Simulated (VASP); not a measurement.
Input of a VASP 6.6.1 run:

INCAR

```
PREC = Accurate ; ENCUT = 520
EDIFF = 1E-7 ; ISMEAR = -1
SIGMA = 0.02 ; LREAL = F
LASPH = T ; NELM = 60
ALGO = Normal ; ISIF = 2
LWAVE = F ; LCHARG = T
GGA = PE ; LELF = T
LVHAR = T ; NBANDS = 11
```

File KPOINTS:

```
regular mesh
0
Gamma
  10 10 10
```

File POSCAR:

```
AlN
1.0
    0.0000000000      2.1149665834      1.9537982600
    2.1149665834      0.0000000000      1.9537982600
    2.1149665834      2.1149665834      0.0000000000
Al N
1 1
Direct
    0.0000000000      0.0000000000      0.0000000000
    0.5000000000      0.5000000000      0.5000000000
```

Potentials or basis: VASP PAW PBE potentials, release 64 (Al, N).

Launch:

```sh
$ cat potpaw_PBE.64/Al/POTCAR potpaw_PBE.64/N/POTCAR > POTCAR
$ mpirun -np 1 vasp_std > vasp.out
```

Problem. Estimate the pressure.

Solution. -5.9 GPa.

Problem. What does it give for the band gap on the k mesh?

Solution. 3.57 eV, indirect (least direct gap 4.62 eV).

Stress tensor (GPa, compression positive):
```
-12.14   0.00   0.00
  0.00 -12.14   0.00
  0.00   0.00   6.61
```

Caveat: the cell differs from its parent crystal (epitaxial xy strain +4.8%). A k mesh can miss the band edges.
